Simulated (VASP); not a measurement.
# CdSnBi2Te4 (I-42m) in VASP: further runs

CdSnBi2Te4 is run at these levels: PBE; tasks: single point.

All numbers are computed with VASP 6.6.1; they aren't measurements. Logs are shortened: lines on timing, memory, paths and dates and some standing lists are left out, and cuts for length are marked.

### 1 The cell of the first run

The structure is tetragonal, space group I-42m (No. 121). Conventional cell: a = 7.872 Å, b = 7.872 Å, c = 7.903 Å, α = 90.00°, β = 90.00°, γ = 90.00°. Within 4.3 Å of Bi (site symmetry 222) lie 8 Te at 3.25 to 3.64 Å and 2 Cd at 3.94 Å and 2 Sn at 3.94 Å and 2 Bi at 3.95 Å. Cd (site symmetry -42m) has 8 Te at 2.90 to 3.93 Å and 4 Bi at 3.94 Å and 2 Sn at 3.95 Å within 4.0 Å. Within 4.4 Å of Sn (site symmetry -42m) lie 8 Te at 3.33 to 3.57 Å and 4 Bi at 3.94 Å and 2 Cd at 3.95 Å. Te (site symmetry m) has 2 Cd at 2.90 to 3.93 Å and 4 Bi at 3.25 to 3.64 Å and 2 Sn at 3.33 to 3.57 Å and 6 Te at 4.03 Å within 4.1 Å.

### 2 Single point, PBE

INCAR

```
PREC = Accurate ; ENCUT = 520
EDIFF = 1E-7 ; ISMEAR = -1
SIGMA = 0.1 ; LREAL = F
LASPH = T ; NELM = 100
ALGO = Normal ; ISIF = 2
LWAVE = F ; LCHARG = F
GGA = PE ; NBANDS = 50
```

KPOINTS

```
Automatic mesh
0
Gamma
  4 4 4
```

POSCAR

```
CdSnBi2Te4
1.0
   -3.9361375721      3.9361375721      3.9517092751
    3.9361375721     -3.9361375721      3.9517092751
    3.9361375721      3.9361375721     -3.9517092751
Bi Cd Sn Te
2 1 1 4
Direct
    0.5000000000      0.0000000000      0.5000000000
    0.0000000000      0.5000000000      0.5000000000
    0.5000000000      0.5000000000      0.0000000000
    0.0000000000      0.0000000000      0.0000000000
    0.5074609948      0.5074609948      0.4295788292
    0.4925390052      0.9221178344      0.0000000000
    0.0778821656      0.0778821656      0.5704211708
    0.9221178344      0.4925390052      0.0000000000
```

Potentials or basis: VASP PAW PBE potentials, release 64 (Bi_d, Cd, Sn_d, Te).

Run with:

```
cat potpaw_PBE.64/Bi_d/POTCAR potpaw_PBE.64/Cd/POTCAR potpaw_PBE.64/Sn_d/POTCAR potpaw_PBE.64/Te/POTCAR > POTCAR
mpirun -np 1 vasp_std > vasp.out
```

OUTCAR:

```text
PREC = Accurate
   ENCUT = 520
   EDIFF = 1E-7
   ISMEAR = -1
   LREAL = F
   LASPH = T
   NELM = 100
   ISIF = 2
   GGA = PE

 ion  position               nearest neighbor table
   1  0.500  0.000  0.500-   8 3.25   7 3.25   5 3.25   6 3.25   8 3.64   7 3.64   6 3.64   5 3.64

   2  0.000  0.500  0.500-   6 3.25   5 3.25   7 3.25   8 3.25   6 3.64   8 3.64   7 3.64   5 3.64

   3  0.500  0.500  0.000-   5 2.90   6 2.90   7 2.90   8 2.90
   4  0.000  0.000  0.000-   5 3.33   8 3.33   6 3.33   7 3.33   8 3.57   5 3.57   6 3.57   7 3.57

   5  0.507  0.507  0.430-   3 2.90   2 3.25   1 3.25   4 3.33   4 3.57   2 3.64   1 3.64
   6  0.493  0.922  0.000-   3 2.90   2 3.25   1 3.25   4 3.33   4 3.57   2 3.64   1 3.64
   7  0.078  0.078  0.570-   3 2.90   2 3.25   1 3.25   4 3.33   4 3.57   2 3.64   1 3.64
   8  0.922  0.493  0.000-   3 2.90   1 3.25   2 3.25   4 3.33   4 3.57   1 3.64   2 3.64

  LATTYP: Found a body centered tetragonal cell.
 ALAT       =     7.8722751442
 C/A-ratio  =     1.0039560871

  Lattice vectors:

 A1 = (  -3.9361375721,   3.9361375721,   3.9517092751)
 A2 = (   3.9361375721,  -3.9361375721,   3.9517092751)
 A3 = (   3.9361375721,   3.9361375721,  -3.9517092751)

Analysis of symmetry for initial positions (statically):
=====================================================================
 Subroutine PRICEL returns:
 Original cell was already a primitive cell.

 Routine SETGRP: Setting up the symmetry group for a
 body centered tetragonal supercell.

 Subroutine GETGRP returns: Found  8 space group operations
 (whereof  8 operations were pure point group operations)
 out of a pool of 16 trial point group operations.

The static configuration has the point symmetry D_2d.

Analysis of symmetry for dynamics (positions and initial velocities):
=====================================================================
 Subroutine PRICEL returns:
 Original cell was already a primitive cell.

 Routine SETGRP: Setting up the symmetry group for a
 body centered tetragonal supercell.

 Subroutine GETGRP returns: Found  8 space group operations
 (whereof  8 operations were pure point group operations)
 out of a pool of 16 trial point group operations.

The dynamic configuration has the point symmetry D_2d.

 Subroutine INISYM returns: Found  8 space group operations
 (whereof  8 operations are pure point group operations),
 and found     1 'primitive' translations

----------------------------------------------------------------------------------------

                                     Primitive cell

  volume of cell :     244.8982

  direct lattice vectors                    reciprocal lattice vectors
    -3.936137572  3.936137572  3.951709275     0.000000000  0.127028080  0.126527526
     3.936137572 -3.936137572  3.951709275     0.127028080  0.000000000  0.126527526
     3.936137572  3.936137572 -3.951709275     0.127028080  0.127028080  0.000000000

  length of vectors
     6.826592427  6.826592427  6.826592427     0.179291238  0.179291238  0.179644834

  position of ions in fractional coordinates (direct lattice)
     0.500000000  0.000000000  0.500000000
     0.000000000  0.500000000  0.500000000
     0.500000000  0.500000000  0.000000000
     0.000000000  0.000000000  0.000000000
     0.507460995  0.507460995  0.429578829
     0.492539005  0.922117834  0.000000000
     0.077882166  0.077882166  0.570421171
     0.922117834  0.492539005  0.000000000

  ion indices of the primitive-cell ions
   primitive index   ion index
                 1           1
                 2           2
                 3           3
                 4           4
                 5           5
                 6           6
                 7           7
                 8           8

----------------------------------------------------------------------------------------

 KPOINTS: Automatic mesh

Automatic generation of k-mesh.
 Grid dimensions read from file:
 generate k-points for:    4    4    4

 Generating k-lattice:

  Cartesian coordinates                     Fractional coordinates (reciprocal lattice)
     0.000000000  0.031757020  0.031631882     0.250000000  0.000000000 -0.000000000
     0.031757020  0.000000000  0.031631882     0.000000000  0.250000000 -0.000000000
     0.031757020  0.031757020  0.000000000     0.000000000  0.000000000  0.250000000

  Length of vectors
     0.044822810  0.044822810  0.044911209

  Shift w.r.t. Gamma in fractional coordinates (k-lattice)
     0.000000000  0.000000000  0.000000000

 Subroutine IBZKPT returns following result:
 ===========================================

 Found     13 irreducible k-points:

 Following reciprocal coordinates:
            Coordinates               Weight
  0.000000  0.000000  0.000000      1.000000
  0.250000 -0.000000  0.000000      8.000000
  0.500000 -0.000000  0.000000      4.000000
  0.250000  0.250000  0.000000      8.000000
  0.500000  0.250000  0.000000     16.000000
 -0.250000  0.250000  0.000000      4.000000
  0.500000  0.500000  0.000000      2.000000
  0.250000  0.250000  0.250000      2.000000
 -0.250000  0.250000  0.250000      4.000000
  0.500000  0.500000  0.250000      4.000000
 -0.250000  0.500000  0.250000      8.000000
 -0.250000 -0.250000  0.250000      2.000000
  0.500000  0.500000  0.500000      1.000000
   k-points           NKPTS =     13   k-points in BZ     NKDIM =     13   number of bands    NBANDS=     50
   number of dos      NEDOS =    301   number of ions     NIONS =      8
   total plane-waves  NPLWV = 157464
   dimension x,y,z NGX =    54 NGY =   54 NGZ =   54
   dimension x,y,z NGXF=   108 NGYF=  108 NGZF=  108
   ions per type =               2   1   1   4
   NGX,Y,Z   is equivalent  to a cutoff of  13.15, 13.15, 13.15 a.u.
   NGXF,Y,Z  is equivalent  to a cutoff of  26.30, 26.30, 26.30 a.u.
 SYSTEM =  unknown system
   PREC   = accura    normal or accurate (medium, high low for compatibility)
   ISTART =      0    job   : 0-new  1-cont  2-samecut
   ICHARG =      2    charge: 1-file 2-atom 10-const
   ISPIN  =      1    spin polarized calculation?
   LNONCOLLINEAR =      F non collinear calculations
   LSORBIT =      F    spin-orbit coupling
   LASPH  =      T    aspherical Exc in radial PAW
   ENCUT  =  520.0 eV  38.22 Ry    6.18 a.u.  12.69 12.69 12.69*2*pi/ulx,y,z
   NELM   =    100;   NELMIN=  2; NELMDL= -5     # of ELM steps
   EDIFF  = 0.1E-06   stopping-criterion for ELM
   LREAL  =      F    real-space projection
   EDIFFG = 0.1E-05   stopping-criterion for IOM
   NSW    =      0    number of steps for IOM
   IBRION =     -1    ionic relax: 0-MD 1-quasi-New 2-CG
   NFREE  =      0    steps in history (QN), initial steepest desc. (CG)
   ISIF   =      2    stress and relaxation
   ISYM   =      2    0-nonsym 1-usesym 2-fastsym
   POTIM  = 0.5000    time-step for ionic-motion
   TEBEG  =    0.0;   TEEND  =   0.0 temperature during run
   PSTRESS=    0.0 pullay stress
   NELECT =      80.0000    total number of electrons
   NUPDOWN=      -1.0000    fix difference up-down
   EMIN   =  10.00;   EMAX   =-10.00  energy-range for DOS
   EFERMI =   0.00;   METHOD = LEGACY
   ISMEAR =    -1;   SIGMA  =   0.10  broadening in eV -4-tet -1-fermi 0-gaus
   EFERMI_NEDOS =   21; number of points for ismear=-14 and -15
   IALGO  =     38    algorithm
   IMIX   =      4    mixing-type and parameters
     AMIX     =   0.40;   BMIX     =  1.00
     AMIX_MAG =   1.60;   BMIX_MAG =  1.00
  volume/ion in A,a.u.               =      30.61       206.58
  Fermi-wavevector in a.u.,A,eV,Ry     =   1.127482  2.130632 17.295942  1.271216
  Thomas-Fermi vector in A             =   2.264168
   LORBIT       =      0    0 simple, 1 ext, 2 COOP (PROOUT), +10 PAW based schemes
   GGA     = PE    functional components
   LHFCALC =     F    Hartree Fock is set to
   AEXX    =    0.0000 exact exchange contribution
   IVDW    =     0    specifies the selected vdW correction
   LEPSILON=     F    determine dielectric tensor
   LRPA    =     F    only Hartree local field effects (RPA)
 non-spin polarized calculation
  energy-cutoff  :      520.00
  volume of cell :      244.90
 maximum number of plane-waves:      6608
 NGX is ok and might be reduce to    54
   NGX = 25   NGY = 25   NGZ = 25

 number of electron      80.0000001 magnetization

 Free energy of the ion-electron system (eV)
  ---------------------------------------------------
  ext. energy  EPLUGINS =         0.00000000
  ---------------------------------------------------
  free energy    TOTEN  =       -25.64301006 eV

  energy without entropy =      -25.53155079  energy(sigma->0) =      -25.58728042

 E-fermi :   6.5282     XC(G=0):  -9.7968

 val. band max:        6.4619594125   @ k =   0.5000   0.2500   0.0000
 cond. band min:       6.6205454488   @ k =  -0.2500   0.2500   0.2500
 fundamental gap:      0.1585860364
 Fermi energy:         6.5282444155

 k-point     1 :       0.0000    0.0000    0.0000
  band No.  band energies     occupation
      1     -16.8525      2.00000
      2     -16.8399      2.00000
      3     -16.8399      2.00000
      4     -16.8314      2.00000
      5     -16.8311      2.00000
      6     -16.8268      2.00000
[... 42 lines left out ...]
     49      10.0376      0.00000
     50      10.6861      0.00000

 k-point     2 :       0.2500   -0.0000    0.0000
  band No.  band energies     occupation
      1     -16.8471      2.00000
      2     -16.8385      2.00000
      3     -16.8385      2.00000
      4     -16.8319      2.00000
      5     -16.8304      2.00000
      6     -16.8272      2.00000
[... 42 lines left out ...]
     49      10.2312      0.00000
     50      11.1512      0.00000

 k-point     3 :       0.5000   -0.0000    0.0000
  band No.  band energies     occupation
      1     -16.8369      2.00000
      2     -16.8369      2.00000
      3     -16.8363      2.00000
      4     -16.8362      2.00000
      5     -16.8288      2.00000
      6     -16.8287      2.00000
[... 519 lines left out ...]
     49       9.1690      0.00000
     50      10.9425      0.00000

 k-point    13 :       0.5000    0.5000    0.5000
  band No.  band energies     occupation
      1     -16.8520      2.00000
      2     -16.8392      2.00000
      3     -16.8392      2.00000
      4     -16.8319      2.00000
      5     -16.8289      2.00000
      6     -16.8284      2.00000
[... 42 lines left out ...]
     49       9.4140      0.00000
     50      10.3438      0.00000

------------------------ aborting loop because EDIFF is reached ----------------------------------------

  FORCE on cell =-STRESS in cart. coord.  units (eV):
  Direction    XX          YY          ZZ          XY          YZ          ZX
  --------------------------------------------------------------------------------------
  -------------------------------------------------------------------------------------
  Total       -0.0301527     -0.0301527      0.0122438      0.0000000      0.0000000      0.0000000
  in kB       -0.1972658     -0.1972658      0.0801018      0.0000000      0.0000000      0.0000000
  external PRESSURE =      -0.1048100 kB  Pullay stress =       0.0000000 kB

 VOLUME and BASIS-vectors are now :
 -----------------------------------------------------------------------------
  energy-cutoff  :      520.00
  volume of cell :      244.90
      direct lattice vectors                 reciprocal lattice vectors
    -3.936137572  3.936137572  3.951709275     0.000000000  0.127028080  0.126527526
     3.936137572 -3.936137572  3.951709275     0.127028080  0.000000000  0.126527526
     3.936137572  3.936137572 -3.951709275     0.127028080  0.127028080  0.000000000

 POSITION                                       TOTAL-FORCE (eV/Angst)
 -----------------------------------------------------------------------------------
      0.00000      3.93614      0.00000        -0.000000     -0.000000      0.000000
      3.93614      0.00000      0.00000        -0.000000     -0.000000     -0.000000
      0.00000      0.00000      3.95171        -0.000000     -0.000000      0.000000
      0.00000      0.00000      0.00000        -0.000000     -0.000000     -0.000000
      1.69088      1.69088      2.31311         0.006807      0.006807     -0.004065
      1.69088     -1.69088      5.59031         0.006807     -0.006807      0.004065
      2.24526      2.24526     -1.63860        -0.006807     -0.006807     -0.004065
     -1.69088      1.69088      5.59031        -0.006807      0.006807      0.004065
 -----------------------------------------------------------------------------------
    total drift:                                0.000002      0.000002      0.000003

  FREE ENERGIE OF THE ION-ELECTRON SYSTEM (eV)
  ---------------------------------------------------
  free  energy   TOTEN  =       -25.6430100636 eV

  energy  without entropy=      -25.5315507851  energy(sigma->0) =      -25.58728042
```

It took 2.7 min on 1 thread of Intel Xeon Platinum 8488C (Sapphire Rapids), shared host; peak memory 0.48 GiB.

Results:

| Property | Result |
| --- | --- |
| Free energy | -25.6430 eV |
| Pressure | 0.0 GPa |
| Largest force | 0.010 eV/Å |
| Band gap on the k mesh | zero (bands 40 and 41 overlap by 2.32 eV) |

Forces on the atoms (eV/Å):
```
Bi   0.000  0.000  0.000
Bi   0.000  0.000  0.000
Cd   0.000  0.000  0.000
Sn   0.000  0.000  0.000
Te   0.007  0.007 -0.004
Te   0.007 -0.007  0.004
Te  -0.007 -0.007 -0.004
Te  -0.007  0.007  0.004
```

Levels at points of the mesh, in eV from the Fermi level:
| k point | band 38 | band 39 | band 40 | band 41 | band 42 | band 43 |
| --- | --- | --- | --- | --- | --- | --- |
| (0.00, 0.00, 0.00) | -0.38 | -0.37 | 1.91 | 2.08 | 2.08 | 2.08 |
| (0.50, 0.00, 0.00) | -1.20 | -0.91 | -0.68 | -0.19 | 0.37 | 1.36 |
| (0.50, 0.50, 0.00) | -1.07 | -1.02 | -0.73 | -0.16 | 0.43 | 1.28 |
| (0.50, 0.50, 0.50) | -0.98 | -0.64 | -0.49 | -0.41 | -0.41 | 0.37 |

Caveat: spin-orbit coupling is left out, which moves the levels of the heavy elements.

### 3 Single point, PBE

INCAR

```
PREC = Accurate ; ENCUT = 520
EDIFF = 1E-6 ; ISMEAR = -1
SIGMA = 0.1 ; LREAL = False
LASPH = True ; NELM = 100
ALGO = Normal ; ISIF = 2
LWAVE = False ; LCHARG = True
GGA = PE ; LELF = True
LVHAR = True ; NBANDS = 50
```

KPOINTS

```
regular mesh
0
Gamma
  4 4 4
```

POSCAR

```
CdSnBi2Te4
1.0
   -3.9351097100      3.9351097100      3.9530855813
    3.9351097100     -3.9351097100      3.9530855813
    3.9351097100      3.9351097100     -3.9530855813
Bi Cd Sn Te
2 1 1 4
Direct
    0.5000000000      0.0000000000      0.5000000000
    0.0000000000      0.5000000000      0.5000000000
    0.5000000000      0.5000000000      0.0000000000
    0.0000000000      0.0000000000      0.0000000000
    0.5076446635      0.5076446635      0.4295729897
    0.4923553365      0.9219283262      0.0000000000
    0.0780716738      0.0780716738      0.5704270103
    0.9219283262      0.4923553365      0.0000000000
```

Potentials or basis: VASP PAW PBE potentials, release 64 (Bi_d, Cd, Sn_d, Te).

Run with:

```
cat potpaw_PBE.64/Bi_d/POTCAR potpaw_PBE.64/Cd/POTCAR potpaw_PBE.64/Sn_d/POTCAR potpaw_PBE.64/Te/POTCAR > POTCAR
mpirun -np 1 vasp_std > vasp.out
```

It took 2.4 min on 1 thread of Intel Xeon Platinum 8488C (Sapphire Rapids), shared host; peak memory 0.48 GiB.

Results (log left out):

| Quantity | Value |
| --- | --- |
| Free energy | -25.6430 eV |
| Pressure | 0.0 GPa |
| Largest force | 0.015 eV/Å |
| Band gap on the k mesh | zero (bands 40 and 41 overlap by 2.32 eV) |

Forces on the atoms (eV/Å):
```
Bi   0.000  0.000  0.000
Bi   0.000  0.000  0.000
Cd   0.000  0.000  0.000
Sn   0.000  0.000  0.000
Te   0.009  0.009 -0.007
Te   0.009 -0.009  0.007
Te  -0.009 -0.009 -0.007
Te  -0.009  0.009  0.007
```

Levels at points of the mesh, in eV from the Fermi level:
```csv
k point,band 38,band 39,band 40,band 41,band 42,band 43
"(0.00, 0.00, 0.00)",-0.38,-0.38,1.92,2.08,2.08,2.08
"(0.50, 0.00, 0.00)",-1.20,-0.92,-0.68,-0.19,0.37,1.36
"(0.50, 0.50, 0.00)",-1.07,-1.03,-0.73,-0.16,0.43,1.28
"(0.50, 0.50, 0.50)",-0.98,-0.64,-0.49,-0.41,-0.41,0.38
```

Caveat: spin-orbit coupling is left out, which moves the levels of the heavy elements.
